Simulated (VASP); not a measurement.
# BeS (zincblende type) (F-43m) in VASP: notebook

Runs on BeS (zincblende type). Level: PBE. Tasks: electric field gradients.

Program: VASP 6.6.1. These are calculated values, not measurements. Logs are shortened: lines on timing, memory, paths and dates and some standing lists are left out, and cuts for length are marked.

**1. The cell of the first run**

Symmetry: F-43m, No. 216, cubic system. The conventional cell has a = 4.809 Å, b = 4.809 Å, c = 4.809 Å, α = 90.00°, β = 90.00°, γ = 90.00°. Be (site symmetry -43m) has 4 S at 2.08 Å within 2.8 Å. Within 2.8 Å of S (site symmetry -43m) lie 4 Be at 2.08 Å.

**2. Electric field gradients, PBE (volume scaled by 0.96)**

Input file INCAR:

```
SYSTEM = BeS
PREC = Accurate
ENCUT = 520
EDIFF = 1E-8
ISMEAR = -1
SIGMA = 0.05
LREAL = .FALSE.
LASPH = .TRUE.
NELM = 100
ALGO = Normal
ISIF = 2
LWAVE = .FALSE.
LCHARG = .FALSE.
GGA = PE
LEFG = .TRUE.
NBANDS = 11
```

Input file KPOINTS:

```
Automatic mesh
0
G
  12 12 12
  0 0 0
```

Input file POSCAR:

```
BeS
1.0
    0.0000000000      2.4047076016      2.4047076016
    2.4047076016      0.0000000000      2.4047076016
    2.4047076016      2.4047076016      0.0000000000
Be S
1 1
Direct
    0.0000000000      0.0000000000      0.0000000000
    0.2500000000      0.2500000000      0.2500000000
```

Potentials or basis: VASP PAW PBE potentials, release 64 (Be, S).

Launch:

```
$ cat potpaw_PBE.64/Be/POTCAR potpaw_PBE.64/S/POTCAR > POTCAR
$ mpirun -np 1 vasp_std > vasp.out
```

OUTCAR:

```text
SYSTEM = BeS
   PREC = Accurate
   ENCUT = 520
   EDIFF = 1E-8
   ISMEAR = -1
   LREAL = .FALSE.
   LASPH = .TRUE.
   NELM = 100
   ISIF = 2
   GGA = PE

 ion  position               nearest neighbor table
   1  0.000  0.000  0.000-   2 2.08   2 2.08   2 2.08   2 2.08
   2  0.250  0.250  0.250-   1 2.08   1 2.08   1 2.08   1 2.08

  LATTYP: Found a face centered cubic cell.
 ALAT       =     4.8094152032

  Lattice vectors:

 A1 = (   0.0000000000,   2.4047076016,   2.4047076016)
 A2 = (   2.4047076016,   0.0000000000,   2.4047076016)
 A3 = (   2.4047076016,   2.4047076016,   0.0000000000)

Analysis of symmetry for initial positions (statically):
=====================================================================
 Subroutine PRICEL returns:
 Original cell was already a primitive cell.

 Routine SETGRP: Setting up the symmetry group for a
 face centered cubic supercell.

 Subroutine GETGRP returns: Found 24 space group operations
 (whereof 24 operations were pure point group operations)
 out of a pool of 48 trial point group operations.

The static configuration has the point symmetry T_d .

Analysis of symmetry for dynamics (positions and initial velocities):
=====================================================================
 Subroutine PRICEL returns:
 Original cell was already a primitive cell.

 Routine SETGRP: Setting up the symmetry group for a
 face centered cubic supercell.

 Subroutine GETGRP returns: Found 24 space group operations
 (whereof 24 operations were pure point group operations)
 out of a pool of 48 trial point group operations.

The dynamic configuration has the point symmetry T_d .

 Subroutine INISYM returns: Found 24 space group operations
 (whereof 24 operations are pure point group operations),
 and found     1 'primitive' translations

----------------------------------------------------------------------------------------

                                     Primitive cell

  volume of cell :      27.8110

  direct lattice vectors                    reciprocal lattice vectors
     0.000000000  2.404707602  2.404707602    -0.207925487  0.207925487  0.207925487
     2.404707602  0.000000000  2.404707602     0.207925487 -0.207925487  0.207925487
     2.404707602  2.404707602  0.000000000     0.207925487  0.207925487 -0.207925487

  length of vectors
     3.400770104  3.400770104  3.400770104     0.360137508  0.360137508  0.360137508

  position of ions in fractional coordinates (direct lattice)
     0.000000000  0.000000000  0.000000000
     0.250000000  0.250000000  0.250000000

  ion indices of the primitive-cell ions
   primitive index   ion index
                 1           1
                 2           2

----------------------------------------------------------------------------------------

 KPOINTS: Automatic mesh

Automatic generation of k-mesh.
 Grid dimensions read from file:
 generate k-points for:   12   12   12

 Generating k-lattice:

  Cartesian coordinates                     Fractional coordinates (reciprocal lattice)
    -0.017327124  0.017327124  0.017327124     0.083333333  0.000000000  0.000000000
     0.017327124 -0.017327124  0.017327124     0.000000000  0.083333333  0.000000000
     0.017327124  0.017327124 -0.017327124     0.000000000  0.000000000  0.083333333

  Length of vectors
     0.030011459  0.030011459  0.030011459

  Shift w.r.t. Gamma in fractional coordinates (k-lattice)
     0.000000000  0.000000000  0.000000000

 Subroutine IBZKPT returns following result:
 ===========================================

 Found     72 irreducible k-points:

 Following reciprocal coordinates:
            Coordinates               Weight
  0.000000  0.000000  0.000000      1.000000
  0.083333  0.000000  0.000000      8.000000
  0.166667  0.000000  0.000000      8.000000
  0.250000  0.000000  0.000000      8.000000
  0.333333  0.000000  0.000000      8.000000
  0.416667  0.000000  0.000000      8.000000
[... 16 lines left out ...]
  0.500000  0.166667  0.000000     24.000000
 -0.416667  0.166667  0.000000     24.000000
 [... further k-points ...]
   k-points           NKPTS =     72   k-points in BZ     NKDIM =     72   number of bands    NBANDS=     11
   number of dos      NEDOS =    301   number of ions     NIONS =      2
   total plane-waves  NPLWV =  21952
   dimension x,y,z NGX =    28 NGY =   28 NGZ =   28
   dimension x,y,z NGXF=    56 NGYF=   56 NGZF=   56
   ions per type =               1   1
   NGX,Y,Z   is equivalent  to a cutoff of  13.69, 13.69, 13.69 a.u.
   NGXF,Y,Z  is equivalent  to a cutoff of  27.38, 27.38, 27.38 a.u.
 SYSTEM =  BeS
   PREC   = accura    normal or accurate (medium, high low for compatibility)
   ISTART =      0    job   : 0-new  1-cont  2-samecut
   ICHARG =      2    charge: 1-file 2-atom 10-const
   ISPIN  =      1    spin polarized calculation?
   LNONCOLLINEAR =      F non collinear calculations
   LSORBIT =      F    spin-orbit coupling
   LASPH  =      T    aspherical Exc in radial PAW
   ENCUT  =  520.0 eV  38.22 Ry    6.18 a.u.   6.32  6.32  6.32*2*pi/ulx,y,z
   NELM   =    100;   NELMIN=  2; NELMDL= -5     # of ELM steps
   EDIFF  = 0.1E-07   stopping-criterion for ELM
   LREAL  =      F    real-space projection
   EDIFFG = 0.1E-06   stopping-criterion for IOM
   NSW    =      0    number of steps for IOM
   IBRION =     -1    ionic relax: 0-MD 1-quasi-New 2-CG
   NFREE  =      0    steps in history (QN), initial steepest desc. (CG)
   ISIF   =      2    stress and relaxation
   ISYM   =      2    0-nonsym 1-usesym 2-fastsym
   POTIM  = 0.5000    time-step for ionic-motion
   TEBEG  =    0.0;   TEEND  =   0.0 temperature during run
   PSTRESS=    0.0 pullay stress
   NELECT =       8.0000    total number of electrons
   NUPDOWN=      -1.0000    fix difference up-down
   EMIN   =  10.00;   EMAX   =-10.00  energy-range for DOS
   EFERMI =   0.00;   METHOD = LEGACY
   ISMEAR =    -1;   SIGMA  =   0.05  broadening in eV -4-tet -1-fermi 0-gaus
   EFERMI_NEDOS =   21; number of points for ismear=-14 and -15
   IALGO  =     38    algorithm
   IMIX   =      4    mixing-type and parameters
     AMIX     =   0.40;   BMIX     =  1.00
     AMIX_MAG =   1.60;   BMIX_MAG =  1.00
  volume/ion in A,a.u.               =      13.91        93.84
  Fermi-wavevector in a.u.,A,eV,Ry     =   1.080685  2.042199 15.889980  1.167881
  Thomas-Fermi vector in A             =   2.216683
   LORBIT       =      0    0 simple, 1 ext, 2 COOP (PROOUT), +10 PAW based schemes
   GGA     = PE    functional components
[... 5 lines left out ...]
 non-spin polarized calculation
  energy-cutoff  :      520.00
  volume of cell :       27.81
 maximum number of plane-waves:       760
 NGX is ok and might be reduce to    28
   NGX = 13   NGY = 13   NGZ = 13

 number of electron       8.0000000 magnetization

 Free energy of the ion-electron system (eV)
  ---------------------------------------------------
  ext. energy  EPLUGINS =         0.00000000
  ---------------------------------------------------
  free energy    TOTEN  =        -9.99847071 eV

  energy without entropy =       -9.99847071  energy(sigma->0) =       -9.99847071

 E-fermi :   5.4510     XC(G=0):  -9.8355

 val. band max:        4.4393204436   @ k =   0.0000   0.0000   0.0000
 cond. band min:       7.4921310071   @ k =   0.5000   0.5000   0.0000
 fundamental gap:      3.0528105634
 Fermi energy:         5.4510418560

 k-point     1 :       0.0000    0.0000    0.0000
  band No.  band energies     occupation
      1      -9.4259      2.00000
      2       4.4393      2.00000
      3       4.4393      2.00000
      4       4.4393      2.00000
      5      10.0971      0.00000
      6      10.0971      0.00000
      7      10.0971      0.00000
      8      10.5414      0.00000
      9      17.3021      0.00000
     10      17.3021      0.00000
     11      19.5080      0.00000

 k-point     2 :       0.0833    0.0000    0.0000
  band No.  band energies     occupation
      1      -9.3435      2.00000
      2       3.8282      2.00000
      3       4.3408      2.00000
      4       4.3408      2.00000
      5      10.1043      0.00000
      6      10.2744      0.00000
      7      10.2744      0.00000
      8      11.1555      0.00000
      9      16.9069      0.00000
     10      16.9069      0.00000
     11      19.4213      0.00000
[... 295 lines left out ...]
 k-point    24 :      -0.4167    0.1667    0.0000
  band No.  band energies     occupation
      1      -7.5823      2.00000
      2      -1.1478      2.00000
      3       2.0145      2.00000
      4       3.0182      2.00000
      5      10.0517      0.00000
      6      11.8930      0.00000
      7      12.0943      0.00000
      8      15.5267      0.00000
      9      17.4525      0.00000
     10      17.9204      0.00000
     11      21.1201      0.00000

 [... further k-points ...]
[... 5 lines left out ...]
  --------------------------------------------------------------------------------------
  -------------------------------------------------------------------------------------
  Total        0.7213469      0.7213469      0.7213469      0.0000000      0.0000000      0.0000000
  in kB       41.5564007     41.5564007     41.5564007      0.0000000      0.0000000      0.0000000
  external PRESSURE =      41.5564007 kB  Pullay stress =       0.0000000 kB

 VOLUME and BASIS-vectors are now :
 -----------------------------------------------------------------------------
  energy-cutoff  :      520.00
  volume of cell :       27.81
      direct lattice vectors                 reciprocal lattice vectors
     0.000000000  2.404707602  2.404707602    -0.207925487  0.207925487  0.207925487
     2.404707602  0.000000000  2.404707602     0.207925487 -0.207925487  0.207925487
     2.404707602  2.404707602  0.000000000     0.207925487  0.207925487 -0.207925487

 POSITION                                       TOTAL-FORCE (eV/Angst)
 -----------------------------------------------------------------------------------
      0.00000      0.00000      0.00000        -0.000000     -0.000000     -0.000000
      1.20235      1.20235      1.20235         0.000000      0.000000      0.000000
 -----------------------------------------------------------------------------------
    total drift:                                0.000000      0.000000      0.000000

  FREE ENERGIE OF THE ION-ELECTRON SYSTEM (eV)
  ---------------------------------------------------
  free  energy   TOTEN  =        -9.9984707122 eV

  energy  without entropy=       -9.9984707122  energy(sigma->0) =       -9.99847071

 Electric field gradients (V/A^2)
---------------------------------------------------------------------
 ion       V_xx      V_yy      V_zz      V_xy      V_xz      V_yz
---------------------------------------------------------------------
   1      -0.000     0.000    -0.000    -0.000    -0.000    -0.000
   2      -0.000    -0.000    -0.000     0.000     0.000     0.000
---------------------------------------------------------------------

 Electric field gradients after diagonalization (V/A^2)
 (convention: |V_zz| > |V_xx| > |V_yy|)
----------------------------------------------------------------------
 ion       V_xx      V_yy      V_zz     asymmetry (V_yy - V_xx)/ V_zz
----------------------------------------------------------------------
   1       0.000     0.000    -0.000       0.000
   2      -0.000    -0.000     0.000       0.000
----------------------------------------------------------------------

           NMR quadrupolar parameters

 Cq : quadrupolar parameter    Cq=e*Q*V_zz/h
 eta: asymmetry parameters     (V_yy - V_xx)/ V_zz
 Q  : nuclear electric quadrupole moment in mb (millibarn)
----------------------------------------------------------------------
 ion       Cq(MHz)       eta       Q (mb)
----------------------------------------------------------------------
   1      -0.000       0.000       1.000
   2       0.000       0.000       1.000
----------------------------------------------------------------------
```

Wall time 22 s (1 thread of Intel Xeon Platinum 8559C (Emerald Rapids), shared host); peak memory 0.15 GiB.

What came out:

| Quantity | Value |
| --- | --- |
| Free energy | -9.9985 eV |
| Pressure | 4.2 GPa |
| Band gap on the k mesh | 3.05 eV, indirect (least direct gap 5.66 eV) |

Caveat: without QUAD_EFG the Cq values of the log hold for a quadrupole moment of 1 mb, not for the nuclei.

[end of part 1 of 3]
